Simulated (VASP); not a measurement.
# Ti3RuO8 (Cmmm) in VASP: single point with PBEsol

Aim: the single point of Ti3RuO8 with PBEsol.

Everything below comes from runs of VASP 6.6.1. Logs are shortened: lines on timing, memory, paths and dates and some standing lists are left out, and cuts for length are marked.

### 1 The cell of the first run

Symmetry: Cmmm, No. 65, orthorhombic system. The conventional cell has a = 6.494 Å, b = 6.494 Å, c = 5.915 Å, α = 90.00°, β = 90.00°, γ = 90.00°. Within 2.6 Å of Ru (site symmetry mmm) lie 6 O at 1.96 to 1.99 Å. Ti (site symmetry mmm) has 6 O at 1.94 to 1.98 Å within 2.6 Å. Within 2.6 Å of Ti (site symmetry mm2) lie 6 O at 1.93 to 1.98 Å. Within 2.6 Å of O (site symmetry m2m) lie 1 Ru at 1.96 Å and 2 Ti at 1.98 Å and 1 O at 2.58 Å. O (site symmetry m2m) has 3 Ti at 1.93 to 1.98 Å and 1 O at 2.53 Å within 2.6 Å. O (site symmetry m) has 2 Ti at 1.94 to 1.95 Å and 1 Ru at 1.99 Å and 1 O at 2.59 Å within 2.6 Å.

### 2 Single point, PBEsol, collinear spin, ferromagnetic start

The input, INCAR:

```
ALGO = Normal
EDIFF = 1E-6
ENCUT = 600
GGA = PS
GGA_COMPAT = False
ISIF = 2
ISMEAR = 0
ISPIN = 2
LASPH = True
LCHARG = False
LMAXMIX = 4
LORBIT = 11
LREAL = False
LWAVE = False
MAGMOM = 4 0 0 0 0 0 0 0 0 0 0 0
NBANDS = 65
NELM = 200
PREC = Accurate
SIGMA = 0.05
```

The input, KPOINTS:

```
k-points
0
Gamma
  4 4 3
```

The input, POSCAR:

```
Ti3RuO8
1.0
    4.5922000000      0.0000000000      0.0000000000
    0.0000000000      4.5922000000      0.0000000000
    0.0000000000      0.0000000000      5.9148000000
Ru Ti O
1 3 8
Direct
    1.0000000000      1.0000000000      0.0000000000
    1.0000000000      1.0000000000      0.5000000000
    0.5000000000      0.5000000000      0.2533672747
    0.5000000000      0.5000000000      0.7466327253
    0.3016597083      0.3016597083      0.0000000000
    0.3055705771      0.3055705771      0.5000000000
    0.1995190928      0.8004809072      0.2563802980
    0.1995190928      0.8004809072      0.7436197020
    0.6983402917      0.6983402917      0.0000000000
    0.6944294229      0.6944294229      0.5000000000
    0.8004809072      0.1995190928      0.2563802980
    0.8004809072      0.1995190928      0.7436197020
```

Potentials or basis: VASP PAW PBE potentials, release 64 (Ru_pv, Ti_sv, O).

Launch:

```sh
$ cat potpaw_PBE.64/Ru_pv/POTCAR potpaw_PBE.64/Ti_sv/POTCAR potpaw_PBE.64/O/POTCAR > POTCAR
$ mpirun -np 1 vasp_std > vasp.out
```

OUTCAR:

```text
EDIFF = 1E-6
   ENCUT = 600
   GGA = PS
   ISIF = 2
   ISMEAR = 0
   ISPIN = 2
   LASPH = True
   LORBIT = 11
   LREAL = False
   NELM = 200
   PREC = Accurate

 ion  position               nearest neighbor table
   1  0.000  0.000  0.000-   5 1.96   9 1.96   8 1.99   7 1.99  11 1.99  12 1.99   2 2.96   2 2.96

   2  0.000  0.000  0.500-   7 1.94   8 1.94  11 1.94  12 1.94   6 1.98  10 1.98   1 2.96   1 2.96

   3  0.500  0.500  0.253-   6 1.93  10 1.93   7 1.95  11 1.95   5 1.98   9 1.98   4 2.92
   4  0.500  0.500  0.747-   6 1.93  10 1.93   8 1.95  12 1.95   5 1.98   9 1.98   3 2.92
   5  0.302  0.302  0.000-   1 1.96   3 1.98   4 1.98
   6  0.306  0.306  0.500-   3 1.93   4 1.93   2 1.98
   7  0.200  0.800  0.256-   2 1.94   3 1.95   1 1.99
   8  0.200  0.800  0.744-   2 1.94   4 1.95   1 1.99
   9  0.698  0.698  0.000-   1 1.96   3 1.98   4 1.98
  10  0.694  0.694  0.500-   3 1.93   4 1.93   2 1.98
  11  0.800  0.200  0.256-   2 1.94   3 1.95   1 1.99
  12  0.800  0.200  0.744-   2 1.94   4 1.95   1 1.99

  LATTYP: Found a simple tetragonal cell.
 ALAT       =     4.5922000000
 C/A-ratio  =     1.2880101041

  Lattice vectors:

 A1 = (   4.5922000000,   0.0000000000,   0.0000000000)
 A2 = (   0.0000000000,   4.5922000000,   0.0000000000)
 A3 = (   0.0000000000,   0.0000000000,   5.9148000000)

Analysis of symmetry for initial positions (statically):
=====================================================================
 Subroutine PRICEL returns:
 Original cell was already a primitive cell.

 Routine SETGRP: Setting up the symmetry group for a
 simple tetragonal supercell.

 Subroutine GETGRP returns: Found  8 space group operations
 (whereof  8 operations were pure point group operations)
 out of a pool of 16 trial point group operations.

The static configuration has the point symmetry D_2h.

Analysis of symmetry for dynamics (positions and initial velocities):
=====================================================================
 Subroutine PRICEL returns:
 Original cell was already a primitive cell.

 Routine SETGRP: Setting up the symmetry group for a
 simple tetragonal supercell.

 Subroutine GETGRP returns: Found  8 space group operations
 (whereof  8 operations were pure point group operations)
 out of a pool of 16 trial point group operations.

[... 175 lines left out ...]
 cond. band min:       6.1081096288   @ k =   0.5000   0.2500   0.0000
 fundamental gap:      0.0076657447
 Fermi energy:         6.1076758252

 spin component 1

 k-point     1 :       0.0000    0.0000    0.0000
  band No.  band energies     occupation
      1     -51.5410      1.00000
      2     -51.5193      1.00000
      3     -51.4789      1.00000
      4     -38.5422      1.00000
      5     -38.3042      1.00000
      6     -38.0340      1.00000
[... 885 lines left out ...]
     60       9.5644      0.00000
     61       9.8079      0.00000
 Fermi energy:         6.1076758252

 spin component 2

 k-point     1 :       0.0000    0.0000    0.0000
  band No.  band energies     occupation
      1     -51.5303      1.00000
      2     -51.4992      1.00000
      3     -51.4580      1.00000
      4     -37.3492      1.00000
      5     -37.3213      1.00000
      6     -37.0683      1.00000
[... 885 lines left out ...]
     60       9.9613      0.00000
     61      10.1462      0.00000
 [bands above 61 left out]

------------------------ aborting loop because EDIFF is reached ----------------------------------------

  FORCE on cell =-STRESS in cart. coord.  units (eV):
  Direction    XX          YY          ZZ          XY          YZ          ZX
  --------------------------------------------------------------------------------------
  -------------------------------------------------------------------------------------
  Total        0.6128830      0.6128830     -1.1256555     -1.9355402      0.0000000      0.0000000
  in kB        7.8723882      7.8723882    -14.4588718    -24.8617169      0.0000000      0.0000000
  external PRESSURE =       0.4286348 kB  Pullay stress =       0.0000000 kB

 VOLUME and BASIS-vectors are now :
 -----------------------------------------------------------------------------
  energy-cutoff  :      600.00
  volume of cell :      124.73
      direct lattice vectors                 reciprocal lattice vectors
     4.592200000  0.000000000  0.000000000     0.217760550  0.000000000  0.000000000
     0.000000000  4.592200000  0.000000000     0.000000000  0.217760550  0.000000000
     0.000000000  0.000000000  5.914800000     0.000000000  0.000000000  0.169067424

 POSITION                                       TOTAL-FORCE (eV/Angst)
 -----------------------------------------------------------------------------------
      0.00000      0.00000      0.00000         0.000000      0.000000      0.000000
      0.00000      0.00000      2.95740         0.000000      0.000000      0.000000
      2.29610      2.29610      1.49862         0.000000      0.000000     -0.176837
      2.29610      2.29610      4.41618         0.000000      0.000000      0.176837
      1.38528      1.38528      0.00000         0.067754      0.067754      0.000000
      1.40324      1.40324      2.95740        -0.098719     -0.098719      0.000000
      0.91623      3.67597      1.51644        -0.137608      0.137608     -0.324747
      0.91623      3.67597      4.39836        -0.137608      0.137608      0.324747
      3.20692      3.20692      0.00000        -0.067754     -0.067754      0.000000
      3.18896      3.18896      2.95740         0.098719      0.098719      0.000000
      3.67597      0.91623      1.51644         0.137608     -0.137608     -0.324747
      3.67597      0.91623      4.39836         0.137608     -0.137608      0.324747
 -----------------------------------------------------------------------------------
    total drift:                               -0.000000      0.000000     -0.000000

  FREE ENERGIE OF THE ION-ELECTRON SYSTEM (eV)
  ---------------------------------------------------
  free  energy   TOTEN  =      -107.3190900609 eV

  energy  without entropy=     -107.3100562352  energy(sigma->0) =     -107.31457315

 total charge

# of ion       s       p       d       tot
------------------------------------------
    1        0.345   6.369   5.707  12.421
    2        2.232   6.309   1.750  10.291
    3        2.227   6.310   1.761  10.299
    4        2.227   6.310   1.761  10.299
    5        1.559   3.467   0.000   5.026
    6        1.565   3.489   0.000   5.054
    7        1.562   3.467   0.000   5.029
    8        1.562   3.467   0.000   5.029
    9        1.559   3.467   0.000   5.026
   10        1.565   3.489   0.000   5.054
   11        1.562   3.467   0.000   5.029
   12        1.562   3.467   0.000   5.029
--------------------------------------------------
tot         19.528  53.079  10.979  83.587

 magnetization (x)

# of ion       s       p       d       tot
------------------------------------------
    1        0.005   0.009   1.329   1.342
    2        0.001   0.004   0.007   0.012
    3        0.001   0.003   0.020   0.024
    4        0.001   0.003   0.020   0.024
    5        0.000   0.066   0.000   0.067
    6        0.001   0.021   0.000   0.022
    7        0.001   0.067   0.000   0.068
    8        0.001   0.067   0.000   0.068
    9        0.000   0.066   0.000   0.067
   10        0.001   0.021   0.000   0.022
   11        0.001   0.067   0.000   0.068
   12        0.001   0.067   0.000   0.068
--------------------------------------------------
tot          0.013   0.462   1.376   1.851
```

Wall time 11 min (1 thread of AMD EPYC 7R13, shared host); peak memory 0.42 GiB.

What came out:

```yaml
Free_energy: -107.3191 eV
Pressure: 0.0 GPa
Largest_force: 0.379 eV/Å
Band_gap_on_the_k_mesh: zero (filled and empty bands overlap)
Net_moment: 2.00 μB per cell
Site_moments: Ru +1.34; Ti +0.01, +0.02 (each value once); O +0.07, +0.02 (each value once) μB
Valence_electrons_inside_the_program's_atomic_spheres: Ru 12.42; Ti 10.29, 10.30 (each value once); O 5.03, 5.05 (each value once)
```

Forces on the atoms (eV/Å):
```
Ru   0.000  0.000  0.000
Ti   0.000  0.000  0.000
Ti   0.000  0.000 -0.177
Ti   0.000  0.000  0.177
O    0.068  0.068  0.000
O   -0.099 -0.099  0.000
O   -0.138  0.138 -0.325
O   -0.138  0.138  0.325
O   -0.068 -0.068  0.000
O    0.099  0.099  0.000
O    0.138 -0.138 -0.325
O    0.138 -0.138  0.325
```

Levels at points of the mesh, in eV from the Fermi level:
Spin up:
```
           k point  band 48  band 49  band 50  band 51  band 52  band 53
(0.00, 0.00, 0.00)    -1.32    -0.80    -0.63     0.53     1.18     1.52
(0.50, 0.00, 0.00)    -1.03    -0.82    -0.80     1.20     1.39     1.55
(0.50, 0.50, 0.00)    -1.37    -1.12    -0.36     0.45     1.20     1.50
```
Spin down:
| k point | band 45 | band 46 | band 47 | band 48 | band 49 | band 50 | band 51 | band 52 |
| --- | --- | --- | --- | --- | --- | --- | --- | --- |
| (0.00, 0.00, 0.00) | -1.72 | -1.70 | -1.14 | -0.61 | 0.10 | 0.24 | 0.66 | 1.29 |
| (0.50, 0.00, 0.00) | -2.23 | -1.95 | -1.90 | -0.21 | -0.11 | -0.01 | 1.35 | 1.42 |
| (0.50, 0.50, 0.00) | -2.39 | -1.90 | -1.86 | -0.67 | -0.11 | 0.42 | 0.56 | 1.31 |

Caveat: the PAW data sets were made with another functional, which shifts forces and pressure a little; semilocal functionals often make such compounds metallic where correlation or magnetic order opens a gap, which also shifts bond lengths.
